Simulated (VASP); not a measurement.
# Si2B2C (P-6m2) in VASP: further runs

Runs on Si2B2C. Level: PBE. Tasks: single point, relaxation of cell and atoms.

Program: VASP 6.6.1. These are calculated values, not measurements. Logs are shortened: lines on timing, memory, paths and dates and some standing lists are left out, and cuts for length are marked.

## 1. The cell of the first run

Symmetry: P-6m2, No. 187, hexagonal system. Conventional cell: a = 2.918 Å, b = 2.918 Å, c = 8.279 Å, α = 90.00°, β = 90.00°, γ = 120.00°. Within 3.2 Å of Si (site symmetry 3m) lie 7 Si at 2.43 to 2.92 Å and 1 B at 2.92 Å. B (site symmetry -6m2) has 3 C at 1.68 Å and 3 B at 1.68 Å within 2.2 Å. Within 2.2 Å of B (site symmetry -6m2) lie 3 C at 1.68 Å and 3 B at 1.68 Å. C (site symmetry -6m2) has 6 B at 1.68 Å within 2.2 Å.

The cell was built from a structure type or drawn by symmetry, and may not be a known phase.

## 2. Single point, PBE

INCAR

```
  PREC = Accurate
  ENCUT = 520
  EDIFF = 1E-6
  ISMEAR = 0
  SIGMA = 0.1
  LREAL = F
  LASPH = T
  NELM = 60
  ALGO = Normal
  ISIF = 2
  LWAVE = F
  LCHARG = T
  GGA = PE
  LELF = T
  LVHAR = T
  NBANDS = 17
```

KPOINTS

```
regular mesh
0
Gamma
  12 12 6
```

POSCAR

```
Si2B2C
1.0
    2.9180300106      0.0000000000      0.0000000000
   -1.4590150053      2.5270881181      0.0000000000
    0.0000000000      0.0000000000      8.2788987725
Si B C
2 2 1
Direct
    0.3333333333      0.6666666667      0.1469052612
    0.3333333333      0.6666666667      0.8530947388
    0.0000000000      0.0000000000      0.5000000000
    0.3333333333      0.6666666667      0.5000000000
    0.6666666667      0.3333333333      0.5000000000
```

Potentials or basis: VASP PAW PBE potentials, release 64 (Si, B, C).

Started as:

```
$ cat potpaw_PBE.64/Si/POTCAR potpaw_PBE.64/B/POTCAR potpaw_PBE.64/C/POTCAR > POTCAR
$ mpirun -np 1 vasp_std > vasp.out
```

OUTCAR:

```text
PREC = Accurate
   ENCUT = 520
   EDIFF = 1E-6
   ISMEAR = 0
   LREAL = F
   LASPH = T
   NELM = 60
   ISIF = 2
   GGA = PE

 ion  position               nearest neighbor table
   1  0.333  0.667  0.147-   2 2.43
   2  0.333  0.667  0.853-   1 2.43
   3  0.000  0.000  0.500-   4 1.68   5 1.68   4 1.68   5 1.68   5 1.68   4 1.68
   4  0.333  0.667  0.500-   5 1.68   5 1.68   3 1.68   3 1.68   3 1.68   5 1.68
   5  0.667  0.333  0.500-   4 1.68   4 1.68   3 1.68   3 1.68   3 1.68   4 1.68

  LATTYP: Found a hexagonal cell.
 ALAT       =     2.9180300106
 C/A-ratio  =     2.8371534023

  Lattice vectors:

 A1 = (   2.9180300106,   0.0000000000,   0.0000000000)
 A2 = (  -1.4590150053,   2.5270881181,   0.0000000000)
 A3 = (   0.0000000000,   0.0000000000,   8.2788987725)

Analysis of symmetry for initial positions (statically):
=====================================================================
 Subroutine PRICEL returns:
 Original cell was already a primitive cell.

 Routine SETGRP: Setting up the symmetry group for a
 hexagonal supercell.

 Subroutine GETGRP returns: Found 12 space group operations
 (whereof 12 operations were pure point group operations)
 out of a pool of 24 trial point group operations.

The static configuration has the point symmetry D_3h.

Analysis of symmetry for dynamics (positions and initial velocities):
=====================================================================
 Subroutine PRICEL returns:
 Original cell was already a primitive cell.

 Routine SETGRP: Setting up the symmetry group for a
 hexagonal supercell.

 Subroutine GETGRP returns: Found 12 space group operations
 (whereof 12 operations were pure point group operations)
 out of a pool of 24 trial point group operations.

The dynamic configuration has the point symmetry D_3h.

 Subroutine INISYM returns: Found 12 space group operations
 (whereof 12 operations are pure point group operations),
 and found     1 'primitive' translations

----------------------------------------------------------------------------------------

                                     Primitive cell

  volume of cell :      61.0496

  direct lattice vectors                    reciprocal lattice vectors
     2.918030011  0.000000000  0.000000000     0.342696955  0.197856179  0.000000000
    -1.459015005  2.527088118  0.000000000     0.000000000  0.395712359  0.000000000
     0.000000000  0.000000000  8.278898772     0.000000000  0.000000000  0.120789012

  length of vectors
     2.918030011  2.918030011  8.278898772     0.395712359  0.395712359  0.120789012

  position of ions in fractional coordinates (direct lattice)
     0.333333333  0.666666667  0.146905261
     0.333333333  0.666666667  0.853094739
     0.000000000  0.000000000  0.500000000
     0.333333333  0.666666667  0.500000000
     0.666666667  0.333333333  0.500000000

  ion indices of the primitive-cell ions
   primitive index   ion index
                 1           1
                 2           2
                 3           3
                 4           4
                 5           5

----------------------------------------------------------------------------------------

 KPOINTS: regular mesh

Automatic generation of k-mesh.
 Grid dimensions read from file:
 generate k-points for:   12   12    6

 Generating k-lattice:

  Cartesian coordinates                     Fractional coordinates (reciprocal lattice)
     0.028558080  0.016488015  0.000000000     0.083333333  0.000000000  0.000000000
     0.000000000  0.032976030  0.000000000     0.000000000  0.083333333  0.000000000
     0.000000000  0.000000000  0.020131502     0.000000000  0.000000000  0.166666667

  Length of vectors
     0.032976030  0.032976030  0.020131502

  Shift w.r.t. Gamma in fractional coordinates (k-lattice)
     0.000000000  0.000000000  0.000000000

 Subroutine IBZKPT returns following result:
 ===========================================

 Found     76 irreducible k-points:

 Following reciprocal coordinates:
            Coordinates               Weight
  0.000000  0.000000  0.000000      1.000000
  0.083333 -0.000000  0.000000      6.000000
  0.166667 -0.000000  0.000000      6.000000
  0.250000 -0.000000  0.000000      6.000000
  0.333333  0.000000  0.000000      6.000000
  0.416667  0.000000  0.000000      6.000000
[... 16 lines left out ...]
  0.250000 -0.000000  0.166667     12.000000
  0.333333  0.000000  0.166667     12.000000
 [... further k-points ...]
   k-points           NKPTS =     76   k-points in BZ     NKDIM =     76   number of bands    NBANDS=     17
   number of dos      NEDOS =    301   number of ions     NIONS =      5
   total plane-waves  NPLWV =  36864
   dimension x,y,z NGX =    24 NGY =   24 NGZ =   64
   dimension x,y,z NGXF=    48 NGYF=   48 NGZF=  128
   ions per type =               2   2   1
   NGX,Y,Z   is equivalent  to a cutoff of  13.67, 13.67, 12.85 a.u.
   NGXF,Y,Z  is equivalent  to a cutoff of  27.35, 27.35, 25.70 a.u.
 SYSTEM =  unknown system
   PREC   = accura    normal or accurate (medium, high low for compatibility)
   ISTART =      0    job   : 0-new  1-cont  2-samecut
   ICHARG =      2    charge: 1-file 2-atom 10-const
   ISPIN  =      1    spin polarized calculation?
   LNONCOLLINEAR =      F non collinear calculations
   LSORBIT =      F    spin-orbit coupling
   LASPH  =      T    aspherical Exc in radial PAW
   ENCUT  =  520.0 eV  38.22 Ry    6.18 a.u.   5.43  5.43 15.39*2*pi/ulx,y,z
   NELM   =     60;   NELMIN=  2; NELMDL= -5     # of ELM steps
   EDIFF  = 0.1E-05   stopping-criterion for ELM
   LREAL  =      F    real-space projection
   EDIFFG = 0.1E-04   stopping-criterion for IOM
   NSW    =      0    number of steps for IOM
   IBRION =     -1    ionic relax: 0-MD 1-quasi-New 2-CG
   NFREE  =      0    steps in history (QN), initial steepest desc. (CG)
   ISIF   =      2    stress and relaxation
   ISYM   =      2    0-nonsym 1-usesym 2-fastsym
   POTIM  = 0.5000    time-step for ionic-motion
   TEBEG  =    0.0;   TEEND  =   0.0 temperature during run
   PSTRESS=    0.0 pullay stress
   NELECT =      18.0000    total number of electrons
   NUPDOWN=      -1.0000    fix difference up-down
   EMIN   =  10.00;   EMAX   =-10.00  energy-range for DOS
   EFERMI =   0.00;   METHOD = LEGACY
   ISMEAR =     0;   SIGMA  =   0.10  broadening in eV -4-tet -1-fermi 0-gaus
   EFERMI_NEDOS =   21; number of points for ismear=-14 and -15
   IALGO  =     38    algorithm
   IMIX   =      4    mixing-type and parameters
     AMIX     =   0.40;   BMIX     =  1.00
     AMIX_MAG =   1.60;   BMIX_MAG =  1.00
  volume/ion in A,a.u.               =      12.21        82.40
  Fermi-wavevector in a.u.,A,eV,Ry     =   1.089611  2.059066 16.153542  1.187252
  Thomas-Fermi vector in A             =   2.225818
   LORBIT       =      0    0 simple, 1 ext, 2 COOP (PROOUT), +10 PAW based schemes
   GGA     = PE    functional components
   LHFCALC =     F    Hartree Fock is set to
   AEXX    =    0.0000 exact exchange contribution
   IVDW    =     0    specifies the selected vdW correction
   LEPSILON=     F    determine dielectric tensor
   LRPA    =     F    only Hartree local field effects (RPA)
 non-spin polarized calculation
 Gauss-broadening in eV      SIGMA  =   0.10
  energy-cutoff  :      520.00
  volume of cell :       61.05
 maximum number of plane-waves:      1693
 NGX is ok and might be reduce to    24
   NGX = 11   NGY = 11   NGZ = 31

 number of electron      18.0000000 magnetization

 Free energy of the ion-electron system (eV)
  ---------------------------------------------------
  ext. energy  EPLUGINS =         0.00000000
  ---------------------------------------------------
  free energy    TOTEN  =       -26.26556660 eV

  energy without entropy =      -26.25021414  energy(sigma->0) =      -26.25789037

 E-fermi :   6.7837     XC(G=0): -10.5216

 val. band max:        6.7822045772   @ k =   0.4167   0.0833   0.3333
 cond. band min:       6.7903706861   @ k =   0.2500   0.0833   0.1667
 fundamental gap:      0.0081661089
 Fermi energy:         6.7836623607

 k-point     1 :       0.0000    0.0000    0.0000
  band No.  band energies     occupation
      1     -12.4245      2.00000
      2      -4.7352      2.00000
      3      -3.3096      2.00000
      4      -0.3452      2.00000
      5       1.3096      2.00000
      6       1.3096      2.00000
[... 9 lines left out ...]
     16      15.6287      0.00000
     17      16.0782      0.00000

 k-point     2 :       0.0833   -0.0000    0.0000
  band No.  band energies     occupation
      1     -12.3163      2.00000
      2      -4.5831      2.00000
      3      -3.1543      2.00000
      4      -0.1933      2.00000
      5       0.1664      2.00000
      6       0.4276      2.00000
[... 9 lines left out ...]
     16      14.4630      0.00000
     17      15.4507      0.00000

 k-point     3 :       0.1667   -0.0000    0.0000
  band No.  band energies     occupation
      1     -11.9938      2.00000
      2      -4.1292      2.00000
      3      -2.6895      2.00000
      4      -1.6645      2.00000
      5      -0.8076      2.00000
      6       0.2603      2.00000
[... 9 lines left out ...]
     16      14.2517      0.00000
     17      14.4850      0.00000

 k-point     4 :       0.2500   -0.0000    0.0000
  band No.  band energies     occupation
      1     -11.4640      2.00000
      2      -3.5410      2.00000
      3      -3.3305      2.00000
      4      -1.9187      2.00000
      5      -1.8333      2.00000
      6       1.0090      2.00000
[... 9 lines left out ...]
     16      13.0709      0.00000
     17      13.6187      0.00000

 k-point     5 :       0.3333    0.0000    0.0000
  band No.  band energies     occupation
      1     -10.7464      2.00000
      2      -5.1834      2.00000
      3      -2.5808      2.00000
      4      -2.3442      2.00000
      5      -0.8496      2.00000
      6       2.0335      2.00000
[... 9 lines left out ...]
     16      12.9801      0.00000
     17      13.0223      0.00000

 k-point     6 :       0.4167    0.0000    0.0000
  band No.  band energies     occupation
      1      -9.9136      2.00000
      2      -6.6067      2.00000
      3      -3.0332      2.00000
      4      -1.1100      2.00000
      5       0.4955      2.00000
      6       3.0380      2.00000
[... 9 lines left out ...]
     16      13.3928      0.00000
     17      13.7635      0.00000

 k-point     7 :       0.5000   -0.0000    0.0000
  band No.  band energies     occupation
      1      -9.3822      2.00000
      2      -7.3366      2.00000
      3      -3.1845      2.00000
      4      -0.2271      2.00000
      5       1.7700      2.00000
      6       1.9022      2.00000
[... 9 lines left out ...]
     16      13.2616      0.00000
     17      14.2703      0.00000

 k-point     8 :       0.0833    0.0833    0.0000
  band No.  band energies     occupation
      1     -12.1009      2.00000
      2      -4.2799      2.00000
      3      -2.8442      2.00000
      4      -1.0197      2.00000
      5      -0.6727      2.00000
      6       0.1094      2.00000
[... 9 lines left out ...]
     16      14.2309      0.00000
     17      14.7171      0.00000
[... 203 lines left out ...]
      1      -8.6919      2.00000
      2      -6.2860      2.00000
      3      -6.2494      2.00000
      4       0.8496      2.00000
      5       3.2826      2.00000
      6       3.6880      2.00000
[... 9 lines left out ...]
     16      12.6560      0.00000
     17      13.1505      0.00000

 k-point    20 :       0.0000    0.0000    0.1667
  band No.  band energies     occupation
      1     -12.4243      2.00000
      2      -4.7974      2.00000
      3      -3.1215      2.00000
      4      -0.6441      2.00000
      5       1.3096      2.00000
      6       1.3096      2.00000
[... 9 lines left out ...]
     16      15.6829      0.00000
     17      15.9610      0.00000

 k-point    21 :       0.0833   -0.0000    0.1667
  band No.  band energies     occupation
      1     -12.3162      2.00000
      2      -4.6447      2.00000
      3      -2.9670      2.00000
      4      -0.4940      2.00000
      5       0.1690      2.00000
      6       0.4276      2.00000
[... 9 lines left out ...]
     16      14.9189      0.00000
     17      15.4929      0.00000

 k-point    22 :       0.1667   -0.0000    0.1667
  band No.  band energies     occupation
      1     -11.9937      2.00000
      2      -4.1891      2.00000
      3      -2.5059      2.00000
      4      -1.6635      2.00000
      5      -0.8076      2.00000
      6      -0.0373      2.00000
[... 9 lines left out ...]
     16      14.0765      0.00000
     17      14.4960      0.00000

 k-point    23 :       0.2500   -0.0000    0.1667
  band No.  band energies     occupation
      1     -11.4639      2.00000
      2      -3.5435      2.00000
      3      -3.3882      2.00000
      4      -1.8333      2.00000
      5      -1.7342      2.00000
      6       0.7106      2.00000
[... 9 lines left out ...]
     16      13.3480      0.00000
     17      13.6473      0.00000

 k-point    24 :       0.3333    0.0000    0.1667
  band No.  band energies     occupation
      1     -10.7464      2.00000
      2      -5.1832      2.00000
      3      -2.5808      2.00000
      4      -2.3997      2.00000
      5      -0.6714      2.00000
      6       1.7358      2.00000
[... 9 lines left out ...]
     16      13.0123      0.00000
     17      13.0553      0.00000

 [... further k-points ...]

------------------------ aborting loop because EDIFF is reached ----------------------------------------

  FORCE on cell =-STRESS in cart. coord.  units (eV):
  Direction    XX          YY          ZZ          XY          YZ          ZX
  --------------------------------------------------------------------------------------
  -------------------------------------------------------------------------------------
  Total       -0.0254457     -0.0254457     -0.0141322      0.0000000      0.0000000      0.0000000
  in kB       -0.6677946     -0.6677946     -0.3708847      0.0000000      0.0000000      0.0000000
  external PRESSURE =      -0.5688246 kB  Pullay stress =       0.0000000 kB

 VOLUME and BASIS-vectors are now :
 -----------------------------------------------------------------------------
  energy-cutoff  :      520.00
  volume of cell :       61.05
      direct lattice vectors                 reciprocal lattice vectors
     2.918030011  0.000000000  0.000000000     0.342696955  0.197856179  0.000000000
    -1.459015005  2.527088118  0.000000000     0.000000000  0.395712359  0.000000000
     0.000000000  0.000000000  8.278898772     0.000000000  0.000000000  0.120789012

 POSITION                                       TOTAL-FORCE (eV/Angst)
 -----------------------------------------------------------------------------------
     -0.00000      1.68473      1.21621         0.000000     -0.000000     -0.001930
     -0.00000      1.68473      7.06268         0.000000     -0.000000      0.001930
      0.00000      0.00000      4.13945         0.000000     -0.000000      0.000000
     -0.00000      1.68473      4.13945        -0.000000      0.000000      0.000000
      1.45902      0.84236      4.13945        -0.000000      0.000000      0.000000
 -----------------------------------------------------------------------------------
    total drift:                               -0.000000      0.000000      0.000000

  FREE ENERGIE OF THE ION-ELECTRON SYSTEM (eV)
  ---------------------------------------------------
  free  energy   TOTEN  =       -26.2655665982 eV

  energy  without entropy=      -26.2502141394  energy(sigma->0) =      -26.25789037
```

It took 2.2 min on 1 thread of AMD EPYC 7R43 (Zen 3), shared host; peak memory 0.19 GiB.

What came out:

```
Free energy            : -26.2656 eV
Pressure               : -0.1 GPa
Band gap on the k mesh : zero (bands 9 and 10 overlap by 2.54 eV)
```

## 3. Relaxation of cell and atoms, PBE

This run uses another cell than the first one, of 12.24 Å³/atom.

INCAR

```
SYSTEM = Si2B2C
ALGO = Normal ; EDIFF = 1E-6
EDIFFG = -0.01 ; ENCUT = 600
GGA = PE ; IBRION = 2
ISIF = 3 ; ISMEAR = 0
LASPH = .True. ; LCHARG = .False.
LREAL = .False. ; LWAVE = .False.
NELM = 80 ; NSW = 100
PREC = Accurate ; SIGMA = 0.1
```

KPOINTS

```
k-points
0
Gamma
  12 12 6
  0 0 0
```

POSCAR

```
Si2B2C
1.0
    2.9070143861      0.0000000000      0.0000000000
   -1.4535071931      2.5175483076      0.0000000000
    0.0000000000      0.0000000000      8.3616126720
Si B C
2 2 1
Direct
    0.3333333333      0.6666666667      0.1500407358
    0.3333333333      0.6666666667      0.8499592642
    0.0000000000      0.0000000000      0.5000000000
    0.3333333333      0.6666666667      0.5000000000
    0.6666666667      0.3333333333      0.5000000000
```

Potentials or basis: VASP PAW PBE potentials, release 64 (Si, B, C).

Started as:

```
$ cat potpaw_PBE.64/Si/POTCAR potpaw_PBE.64/B/POTCAR potpaw_PBE.64/C/POTCAR > POTCAR
$ mpirun -np 1 vasp_std > vasp.out
```

It took 2.4 min on 1 thread of Intel Xeon Platinum 8375C at 2.90GHz (Ice Lake), shared host; peak memory 0.24 GiB.

Results (log left out):

```
Free energy                           : -26.2689 eV
Relaxed volume                        : 12.16 Å³/atom
Relaxed cell                          : a = 2.917 Å, b = 2.917 Å, c = 8.251 Å, α = 90.00°, β = 90.00°, γ = 120.00°
Space group after relaxing (to 0.1 Å) : P-6m2 (No. 187)
Energy gained by relaxing             : 3.7 meV/atom
Ionic steps                           : 6
Pressure after relaxing               : 0.0 GPa
Band gap on the k mesh                : zero (bands 9 and 10 overlap by 2.55 eV)
```

Stress tensor (GPa, compression positive):
```
-0.02  0.00  0.00
 0.00 -0.02  0.00
 0.00  0.00  0.11
```

The path:
```csv
step,energy change (eV),largest force (eV/Å),pressure (GPa),volume (Å³)
1,0.0000,0.3942,-0.22,61.19
2,-0.0183,0.0605,-0.32,61.04
3,-0.0184,0.0313,-0.32,61.03
4,-0.0184,0.0234,-0.32,61.03
5,-0.0187,0.0020,0.06,60.80
6,-0.0187,0.0008,0.03,60.82
```

Final structure:
```yaml
crystal:
  lattice:
    - [2.91735, 0.00000, 0.00000]
    - [-1.45868, 2.52650, 0.00000]
    - [0.00000, 0.00000, 8.25145]
  atoms:
    - { symbol: Si, position: [0.33333, 0.66667, 0.14733] }
    - { symbol: Si, position: [0.33333, 0.66667, 0.85267] }
    - { symbol: B, position: [0.00000, 0.00000, 0.50000] }
    - { symbol: B, position: [0.33333, 0.66667, 0.50000] }
    - { symbol: C, position: [0.66667, 0.33333, 0.50000] }
```

Levels at points of the mesh, in eV from the Fermi level:
| k point | band 7 | band 8 | band 9 | band 10 | band 11 | band 12 |
| --- | --- | --- | --- | --- | --- | --- |
| (0.00, 0.00, 0.00) | -3.78 | -3.28 | -3.28 | 3.18 | 3.71 | 6.38 |
| (0.50, 0.00, 0.00) | -4.26 | -2.00 | -1.24 | -0.73 | 0.15 | 3.74 |
| (0.00, 0.00, 0.50) | -3.28 | -3.28 | -2.37 | 1.10 | 4.30 | 5.91 |
| (0.50, 0.00, 0.50) | -3.74 | -2.85 | -2.79 | -0.48 | 1.58 | 3.77 |
